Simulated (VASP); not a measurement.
# MgBe2SO2 (P-4m2) in VASP: notebook

The runs below take MgBe2SO2 through single point, with PBE.

Everything below comes from runs of VASP 6.6.1. Logs are shortened: lines on timing, memory, paths and dates and some standing lists are left out, and cuts for length are marked.

## (1) The cell of the first run

It takes space group P-4m2 (No. 115, tetragonal). Conventional cell: a = 3.804 Å, b = 3.804 Å, c = 5.370 Å, α = 90.00°, β = 90.00°, γ = 90.00°. Within 3.0 Å of Mg (site symmetry -4m2) lie 4 O at 2.30 Å and 6 Be at 2.68 to 2.69 Å. Within 3.0 Å of Be (site symmetry -4m2) lie 4 O at 2.30 Å and 2 S at 2.68 Å and 4 Mg at 2.69 Å. Within 3.1 Å of Be (site symmetry -4m2) lie 4 O at 2.35 Å and 2 Mg at 2.68 Å and 4 S at 2.69 Å. Within 3.1 Å of S (site symmetry -4m2) lie 4 O at 2.35 Å and 6 Be at 2.68 to 2.69 Å. Within 3.0 Å of O (site symmetry 2mm) lie 2 Mg at 2.30 Å and 4 Be at 2.30 to 2.35 Å and 2 S at 2.35 Å.

The cell was built from a structure type or drawn by symmetry, and may not be a known phase.

## (2) Single point, PBE

Contents of INCAR:

```
SYSTEM = MgBe2SO2
PREC     = Accurate       ! precision mode
ENCUT    = 520            ! plane-wave cutoff, eV
EDIFF    = 1E-6           ! SCF threshold, eV
ISMEAR   = 0              ! smearing method
SIGMA    = 0.1            ! smearing width, eV
LREAL    = .False.        ! projectors in reciprocal space
LASPH    = .True.         ! aspherical terms in the spheres
NELM     = 60             ! most SCF steps
ALGO     = Normal         ! electronic algorithm
ISIF     = 2              ! what is computed and relaxed
LWAVE    = .False.        ! write WAVECAR
LCHARG   = .True.         ! write CHGCAR
GGA      = PE             ! functional
LELF     = .True.         ! ELF
LVHAR    = .True.       
NBANDS   = 21             ! bands
```

Contents of KPOINTS:

```
Automatic mesh
0
Gamma
  4 4 4
  0 0 0
```

Contents of POSCAR:

```
MgBe2SO2
1.0
    3.8043804900      0.0000000000      0.0000000000
    0.0000000000      3.8043804900      0.0000000000
    0.0000000000      0.0000000000      5.3696813500
Mg Be S O
1 2 1 2
Direct
    0.0000000000      0.0000000000      0.0000000000
    0.5000000000      0.5000000000      0.0000000000
    0.0000000000      0.0000000000      0.5000000000
    0.5000000000      0.5000000000      0.5000000000
    0.5000000000      0.0000000000      0.7581456300
    0.0000000000      0.5000000000      0.2418543700
```

Potentials or basis: VASP PAW PBE potentials, release 64 (Mg, Be, S, O).

Launch:

```bash
cat potpaw_PBE.64/Mg/POTCAR potpaw_PBE.64/Be/POTCAR potpaw_PBE.64/S/POTCAR potpaw_PBE.64/O/POTCAR > POTCAR
mpirun -np 1 vasp_std > vasp.out
```

OUTCAR:

```text
SYSTEM = MgBe2SO2
   PREC = Accurate
   ENCUT = 520
   EDIFF = 1E-6
   ISMEAR = 0
   LREAL = .False.
   LASPH = .True.
   NELM = 60
   ISIF = 2
   GGA = PE

 ion  position               nearest neighbor table
   1  0.000  0.000  0.000-   5 2.30   6 2.30   6 2.30   5 2.30   3 2.68   3 2.68   2 2.69   2 2.69
                             2 2.69   2 2.69
   2  0.500  0.500  0.000-   1 2.69   1 2.69   1 2.69   1 2.69
   3  0.000  0.000  0.500-   1 2.68   1 2.68
   4  0.500  0.500  0.500-   5 2.35   6 2.35   5 2.35   6 2.35
   5  0.500  0.000  0.758-   1 2.30   1 2.30   4 2.35   4 2.35
   6  0.000  0.500  0.242-   1 2.30   1 2.30   4 2.35   4 2.35

  LATTYP: Found a simple tetragonal cell.
 ALAT       =     3.8043804900
 C/A-ratio  =     1.4114469791

  Lattice vectors:

 A1 = (   3.8043804900,   0.0000000000,   0.0000000000)
 A2 = (   0.0000000000,   3.8043804900,   0.0000000000)
 A3 = (   0.0000000000,   0.0000000000,   5.3696813500)

Analysis of symmetry for initial positions (statically):
=====================================================================
 Subroutine PRICEL returns:
 Original cell was already a primitive cell.

 Routine SETGRP: Setting up the symmetry group for a
 simple tetragonal supercell.

 Subroutine GETGRP returns: Found  8 space group operations
 (whereof  8 operations were pure point group operations)
 out of a pool of 16 trial point group operations.

The static configuration has the point symmetry D_2d.

Analysis of symmetry for dynamics (positions and initial velocities):
=====================================================================
 Subroutine PRICEL returns:
 Original cell was already a primitive cell.

 Routine SETGRP: Setting up the symmetry group for a
 simple tetragonal supercell.

 Subroutine GETGRP returns: Found  8 space group operations
 (whereof  8 operations were pure point group operations)
 out of a pool of 16 trial point group operations.

The dynamic configuration has the point symmetry D_2d.

 Subroutine INISYM returns: Found  8 space group operations
 (whereof  8 operations are pure point group operations),
 and found     1 'primitive' translations

----------------------------------------------------------------------------------------

                                     Primitive cell

  volume of cell :      77.7171

  direct lattice vectors                    reciprocal lattice vectors
     3.804380490  0.000000000  0.000000000     0.262854886  0.000000000  0.000000000
     0.000000000  3.804380490  0.000000000     0.000000000  0.262854886  0.000000000
     0.000000000  0.000000000  5.369681350     0.000000000  0.000000000  0.186230790

  length of vectors
     3.804380490  3.804380490  5.369681350     0.262854886  0.262854886  0.186230790

  position of ions in fractional coordinates (direct lattice)
     0.000000000  0.000000000  0.000000000
     0.500000000  0.500000000  0.000000000
     0.000000000  0.000000000  0.500000000
     0.500000000  0.500000000  0.500000000
     0.500000000  0.000000000  0.758145630
     0.000000000  0.500000000  0.241854370

  ion indices of the primitive-cell ions
   primitive index   ion index
                 1           1
                 2           2
                 3           3
                 4           4
                 5           5
                 6           6

----------------------------------------------------------------------------------------

 KPOINTS: Automatic mesh

Automatic generation of k-mesh.
 Grid dimensions read from file:
 generate k-points for:    4    4    4

 Generating k-lattice:

  Cartesian coordinates                     Fractional coordinates (reciprocal lattice)
     0.065713722  0.000000000  0.000000000     0.250000000  0.000000000  0.000000000
     0.000000000  0.065713722  0.000000000     0.000000000  0.250000000  0.000000000
     0.000000000  0.000000000  0.046557698     0.000000000  0.000000000  0.250000000

  Length of vectors
     0.065713722  0.065713722  0.046557698

  Shift w.r.t. Gamma in fractional coordinates (k-lattice)
     0.000000000  0.000000000  0.000000000

 Subroutine IBZKPT returns following result:
 ===========================================

 Found     18 irreducible k-points:

 Following reciprocal coordinates:
            Coordinates               Weight
  0.000000  0.000000  0.000000      1.000000
  0.250000  0.000000  0.000000      4.000000
  0.500000  0.000000  0.000000      2.000000
  0.250000  0.250000  0.000000      4.000000
  0.500000  0.250000  0.000000      4.000000
  0.500000  0.500000  0.000000      1.000000
[... 10 lines left out ...]
  0.500000  0.250000  0.500000      4.000000
  0.500000  0.500000  0.500000      1.000000
   k-points           NKPTS =     18   k-points in BZ     NKDIM =     18   number of bands    NBANDS=     21
   number of dos      NEDOS =    301   number of ions     NIONS =      6
   total plane-waves  NPLWV =  31360
   dimension x,y,z NGX =    28 NGY =   28 NGZ =   40
   dimension x,y,z NGXF=    56 NGYF=   56 NGZF=   80
   ions per type =               1   2   1   2
   NGX,Y,Z   is equivalent  to a cutoff of  12.24, 12.24, 12.38 a.u.
   NGXF,Y,Z  is equivalent  to a cutoff of  24.47, 24.47, 24.77 a.u.
 SYSTEM =  MgBe2SO2
   PREC   = accura    normal or accurate (medium, high low for compatibility)
   ISTART =      0    job   : 0-new  1-cont  2-samecut
   ICHARG =      2    charge: 1-file 2-atom 10-const
   ISPIN  =      1    spin polarized calculation?
   LNONCOLLINEAR =      F non collinear calculations
   LSORBIT =      F    spin-orbit coupling
   LASPH  =      T    aspherical Exc in radial PAW
   ENCUT  =  520.0 eV  38.22 Ry    6.18 a.u.   7.07  7.07  9.98*2*pi/ulx,y,z
   NELM   =     60;   NELMIN=  2; NELMDL= -5     # of ELM steps
   EDIFF  = 0.1E-05   stopping-criterion for ELM
   LREAL  =      F    real-space projection
   EDIFFG = 0.1E-04   stopping-criterion for IOM
   NSW    =      0    number of steps for IOM
   IBRION =     -1    ionic relax: 0-MD 1-quasi-New 2-CG
   NFREE  =      0    steps in history (QN), initial steepest desc. (CG)
   ISIF   =      2    stress and relaxation
   ISYM   =      2    0-nonsym 1-usesym 2-fastsym
   POTIM  = 0.5000    time-step for ionic-motion
   TEBEG  =    0.0;   TEEND  =   0.0 temperature during run
   PSTRESS=    0.0 pullay stress
   NELECT =      24.0000    total number of electrons
   NUPDOWN=      -1.0000    fix difference up-down
   EMIN   =  10.00;   EMAX   =-10.00  energy-range for DOS
   EFERMI =   0.00;   METHOD = LEGACY
   ISMEAR =     0;   SIGMA  =   0.10  broadening in eV -4-tet -1-fermi 0-gaus
   EFERMI_NEDOS =   21; number of points for ismear=-14 and -15
   IALGO  =     38    algorithm
   IMIX   =      4    mixing-type and parameters
     AMIX     =   0.40;   BMIX     =  1.00
     AMIX_MAG =   1.60;   BMIX_MAG =  1.00
  volume/ion in A,a.u.               =      12.95        87.41
  Fermi-wavevector in a.u.,A,eV,Ry     =   1.106555  2.091086 16.659852  1.224465
  Thomas-Fermi vector in A             =   2.243058
   LORBIT       =      0    0 simple, 1 ext, 2 COOP (PROOUT), +10 PAW based schemes
   GGA     = PE    functional components
   LHFCALC =     F    Hartree Fock is set to
   AEXX    =    0.0000 exact exchange contribution
   IVDW    =     0    specifies the selected vdW correction
   LEPSILON=     F    determine dielectric tensor
   LRPA    =     F    only Hartree local field effects (RPA)
 non-spin polarized calculation
 Gauss-broadening in eV      SIGMA  =   0.10
  energy-cutoff  :      520.00
  volume of cell :       77.72
 maximum number of plane-waves:      2112
   NGX = 15   NGY = 15   NGZ = 19

 number of electron      23.9999989 magnetization

 Free energy of the ion-electron system (eV)
  ---------------------------------------------------
  ext. energy  EPLUGINS =         0.00000000
  ---------------------------------------------------
  free energy    TOTEN  =       -22.63858092 eV

  energy without entropy =      -22.63363472  energy(sigma->0) =      -22.63610782

 E-fermi :   4.9086     XC(G=0):  -9.8220

 val. band max:        4.8277483734   @ k =   0.5000   0.2500   0.5000
 cond. band min:       4.9786754537   @ k =   0.2500   0.0000   0.0000
 fundamental gap:      0.1509270804
 Fermi energy:         4.9086179767

 k-point     1 :       0.0000    0.0000    0.0000
  band No.  band energies     occupation
      1     -14.4683      2.00000
      2     -13.9339      2.00000
      3      -7.3834      2.00000
      4      -1.0686      2.00000
      5      -1.0031      2.00000
      6      -1.0031      2.00000
[... 13 lines left out ...]
     20      11.0009      0.00000
     21      12.0259      0.00000

 k-point     2 :       0.2500    0.0000    0.0000
  band No.  band energies     occupation
      1     -14.3311      2.00000
      2     -13.9414      2.00000
      3      -7.4843      2.00000
      4      -1.9359      2.00000
      5      -1.2432      2.00000
      6      -0.7352      2.00000
[... 13 lines left out ...]
     20      11.1990      0.00000
     21      13.0106      0.00000

 k-point     3 :       0.5000    0.0000    0.0000
  band No.  band energies     occupation
      1     -14.1186      2.00000
      2     -14.0195      2.00000
      3      -7.6152      2.00000
      4      -2.1736      2.00000
      5      -1.5701      2.00000
      6      -1.1238      2.00000
[... 13 lines left out ...]
     20      11.1768      0.00000
     21      12.1774      0.00000
[... 313 lines left out ...]
 k-point    17 :       0.5000    0.2500    0.5000
  band No.  band energies     occupation
      1     -14.0228      2.00000
      2     -13.9733      2.00000
      3      -7.7219      2.00000
      4      -2.3919      2.00000
      5      -1.9895      2.00000
      6      -0.6739      2.00000
[... 13 lines left out ...]
     20      10.0264      0.00000
     21      11.3342      0.00000

 k-point    18 :       0.5000    0.5000    0.5000
  band No.  band energies     occupation
      1     -13.9314      2.00000
      2     -13.9314      2.00000
      3      -7.7733      2.00000
      4      -2.1299      2.00000
      5      -1.4610      2.00000
      6      -1.4610      2.00000
[... 13 lines left out ...]
     20      11.5506      0.00000
     21      11.5506      0.00000

------------------------ aborting loop because EDIFF is reached ----------------------------------------

  FORCE on cell =-STRESS in cart. coord.  units (eV):
  Direction    XX          YY          ZZ          XY          YZ          ZX
  --------------------------------------------------------------------------------------
  -------------------------------------------------------------------------------------
  Total       -4.1287916     -4.1287916     -1.0360238      0.0000000      0.0000000      0.0000000
  in kB      -85.1171629    -85.1171629    -21.3581634      0.0000000      0.0000000      0.0000000
  external PRESSURE =     -63.8641631 kB  Pullay stress =       0.0000000 kB

 VOLUME and BASIS-vectors are now :
 -----------------------------------------------------------------------------
  energy-cutoff  :      520.00
  volume of cell :       77.72
      direct lattice vectors                 reciprocal lattice vectors
     3.804380490  0.000000000  0.000000000     0.262854886  0.000000000  0.000000000
     0.000000000  3.804380490  0.000000000     0.000000000  0.262854886  0.000000000
     0.000000000  0.000000000  5.369681350     0.000000000  0.000000000  0.186230790

 POSITION                                       TOTAL-FORCE (eV/Angst)
 -----------------------------------------------------------------------------------
      0.00000      0.00000      0.00000        -0.000000      0.000000      0.000000
      1.90219      1.90219      0.00000         0.000000     -0.000000      0.000000
      0.00000      0.00000      2.68484         0.000000      0.000000      0.000000
      1.90219      1.90219      2.68484         0.000000      0.000000      0.000000
      1.90219      0.00000      4.07100         0.000000      0.000000      5.439613
      0.00000      1.90219      1.29868        -0.000000      0.000000     -5.439613
 -----------------------------------------------------------------------------------
    total drift:                                0.000000     -0.000000      0.000000

  FREE ENERGIE OF THE ION-ELECTRON SYSTEM (eV)
  ---------------------------------------------------
  free  energy   TOTEN  =       -22.6385809207 eV

  energy  without entropy=      -22.6336347214  energy(sigma->0) =      -22.63610782
```

It took 32 s on 1 thread of Intel Xeon Platinum 8488C (Sapphire Rapids), shared host; peak memory 0.19 GiB.

What came out:

| Item | Value |
| --- | --- |
| Free energy | -22.6386 eV |
| Pressure | -6.4 GPa |
| Largest force | 5.440 eV/Å |
| Band gap on the k mesh | zero (bands 12 and 13 overlap by 1.39 eV) |

Forces on the atoms (eV/Å):
```
Mg   0.000  0.000  0.000
Be   0.000  0.000  0.000
Be   0.000  0.000  0.000
S    0.000  0.000  0.000
O    0.000  0.000  5.440
O    0.000  0.000 -5.440
```

Caveat: the k points lie up to 0.41 Å⁻¹ apart, too coarse for converged energies and pressures of a metal; forces of over 1 eV/Å act on the atoms, so gaps and moduli don't describe the material at rest.

## (3) Single point, PBE

This run uses another cell than the first one, of 16.50 Å³/atom.

Contents of INCAR:

```
SYSTEM = MgBe2SO2
ALGO     = Normal         ! electronic algorithm
EDIFF    = 1E-6           ! SCF threshold, eV
ENCUT    = 520            ! plane-wave cutoff, eV
GGA      = PE             ! functional
ISIF     = 2              ! what is computed and relaxed
ISMEAR   = 0              ! smearing method
LASPH    = .True.         ! aspherical terms in the spheres
LCHARG   = .True.         ! write CHGCAR
LELF     = .True.         ! ELF
LREAL    = .False.        ! projectors in reciprocal space
LVHAR    = .True.       
LWAVE    = .False.        ! write WAVECAR
NBANDS   = 21             ! bands
NELM     = 100            ! most SCF steps
PREC     = Accurate       ! precision mode
SIGMA    = 0.1            ! smearing width, eV
```

Contents of KPOINTS:

```
k-points
0
Gamma
  4 4 4
  0 0 0
```

Contents of POSCAR:

```
MgBe2SO2
1.0
    3.3511526126      0.0000000000      0.0000000000
    0.0000000000      3.3511526126      0.0000000000
    0.0000000000      0.0000000000      8.8131154393
Mg Be S O
1 2 1 2
Direct
    0.0000000000      0.0000000000      0.0000000000
    0.5000000000      0.5000000000      0.0000000000
    0.0000000000      0.0000000000      0.5000000000
    0.5000000000      0.5000000000      0.5000000000
    0.5000000000      0.0000000000      0.9205798200
    0.0000000000      0.5000000000      0.0794201800
```

Potentials or basis: VASP PAW PBE potentials, release 64 (Mg, Be, S, O).

Launch:

```bash
cat potpaw_PBE.64/Mg/POTCAR potpaw_PBE.64/Be/POTCAR potpaw_PBE.64/S/POTCAR potpaw_PBE.64/O/POTCAR > POTCAR
mpirun -np 1 vasp_std > vasp.out
```

Wall time 66 s (1 thread of Intel Xeon Platinum 8488C (Sapphire Rapids), shared host); peak memory 0.24 GiB.

It converged, with:

- Free energy: -30.9565 eV
- Pressure: 0.3 GPa
- Largest force: 0.032 eV/Å
- Band gap on the k mesh: 0.24 eV (least direct gap 0.56 eV)

Forces on the atoms (eV/Å):
```
Mg   0.000  0.000  0.000
Be   0.000  0.000  0.000
Be   0.000  0.000  0.000
S    0.000  0.000  0.000
O    0.000  0.000 -0.032
O    0.000  0.000  0.032
```

Levels at points of the mesh, in eV from the valence-band top:
| k point | band 8 | band 9 | band 10 | band 11 | band 12 | band 13 | band 14 | band 15 | band 16 | band 17 |
| --- | --- | --- | --- | --- | --- | --- | --- | --- | --- | --- |
| (0.00, 0.00, 0.00) | -2.71 | -2.71 | -2.36 | -1.40 | -1.40 | 1.96 | 3.21 | 4.88 | 5.92 | 6.60 |
| (0.50, 0.00, 0.00) | -3.30 | -2.57 | -2.38 | -1.09 | 0.00 | 2.48 | 4.35 | 4.62 | 5.48 | 6.02 |
| (0.50, 0.50, 0.00) | -3.69 | -3.26 | -3.26 | -3.04 | -0.32 | 0.24 | 4.48 | 6.10 | 6.10 | 7.37 |
| (0.00, 0.00, 0.50) | -2.71 | -2.71 | -2.47 | -1.40 | -1.40 | 2.27 | 3.17 | 4.71 | 6.01 | 6.58 |
| (0.50, 0.00, 0.50) | -3.30 | -2.58 | -2.40 | -1.07 | 0.00 | 2.46 | 4.35 | 4.63 | 5.30 | 6.27 |
| (0.50, 0.50, 0.50) | -3.68 | -3.25 | -3.25 | -3.04 | -0.33 | 0.24 | 4.48 | 5.86 | 5.86 | 7.84 |

Caveat: the k points lie up to 0.47 Å⁻¹ apart.

## (4) Single point, PBE

This run uses another cell than the first one, of 16.50 Å³/atom.

Contents of INCAR:

```
SYSTEM = MgBe2SO2
ALGO = Normal
EDIFF = 1E-6
ENCUT = 520
GGA = PE
ISIF = 2
ISMEAR = 0
LASPH = .True.
LCHARG = .False.
LREAL = .False.
LWAVE = .False.
NBANDS = 21
NELM = 80
PREC = Accurate
SIGMA = 0.1
```

Contents of KPOINTS:

```
k-points
0
Gamma
  6 6 2
  0 0 0
```

POSCAR is that of step 3.

Launch:

```bash
cat potpaw_PBE.64/Mg/POTCAR potpaw_PBE.64/Be/POTCAR potpaw_PBE.64/S/POTCAR potpaw_PBE.64/O/POTCAR > POTCAR
mpirun -np 1 vasp_std > vasp.out
```

Wall time 55 s (1 thread of Intel Xeon Platinum 8488C (Sapphire Rapids), shared host); peak memory 0.24 GiB.

The run converged. Its results:

* Free energy: -31.0276 eV
* Pressure: 0.2 GPa
* Largest force: 0.030 eV/Å
* Band gap on the k mesh: 0.27 eV (least direct gap 0.58 eV)

Forces in eV/Å, atoms in the order of the input:
```
Mg   0.000  0.000  0.000
Be   0.000  0.000  0.000
Be   0.000  0.000  0.000
S    0.000  0.000  0.000
O    0.000  0.000 -0.030
O    0.000  0.000  0.030
```

Stress tensor (GPa, compression positive):
```
0.15 0.00 0.00
0.00 0.15 0.00
0.00 0.00 0.36
```

Levels at points of the mesh, in eV from the valence-band top:
| k point | band 10 | band 11 | band 12 | band 13 | band 14 | band 15 |
| --- | --- | --- | --- | --- | --- | --- |
| (0.00, 0.00, 0.00) | -2.35 | -1.39 | -1.39 | 1.99 | 3.24 | 4.91 |
| (0.50, 0.00, 0.00) | -2.35 | -1.08 | 0.00 | 2.51 | 4.38 | 4.64 |
| (0.50, 0.50, 0.00) | -3.22 | -3.01 | -0.31 | 0.27 | 4.51 | 6.13 |
| (0.00, 0.00, 0.50) | -2.45 | -1.39 | -1.39 | 2.29 | 3.20 | 4.74 |
| (0.50, 0.00, 0.50) | -2.37 | -1.06 | 0.00 | 2.49 | 4.38 | 4.65 |
| (0.50, 0.50, 0.50) | -3.22 | -3.01 | -0.32 | 0.27 | 4.51 | 5.89 |

A k mesh can miss the band edges.

## (5) The runs side by side

```csv
cell,k mesh,gap on the mesh (eV),pressure (GPa),largest force (eV/Å)
"a = 3.804, b = 3.804, c = 5.370 Å, 6 atoms, atomic positions A",4 × 4 × 4,none,-6.4,5.44
"a = 3.351, b = 3.351, c = 8.813 Å, 6 atoms, atomic positions B",4 × 4 × 4,0.24,0.3,0.03
"a = 3.351, b = 3.351, c = 8.813 Å, 6 atoms, atomic positions B",6 × 6 × 2,0.27,0.2,0.03
```

Alike in all rows: task single point; level PBE; potentials or basis VASP PAW PBE potentials, release 64 (Mg, Be, S, O); no spin polarisation; cutoff (eV) 520; smearing gaussian 0.1 eV.

Caveats: some runs use coarse meshes; forces of over 1 eV/Å act on the atoms, so gaps and moduli don't describe the material at rest (at least some runs).

Total energies depend on the potentials used, so only differences within one code and one set of settings carry meaning.
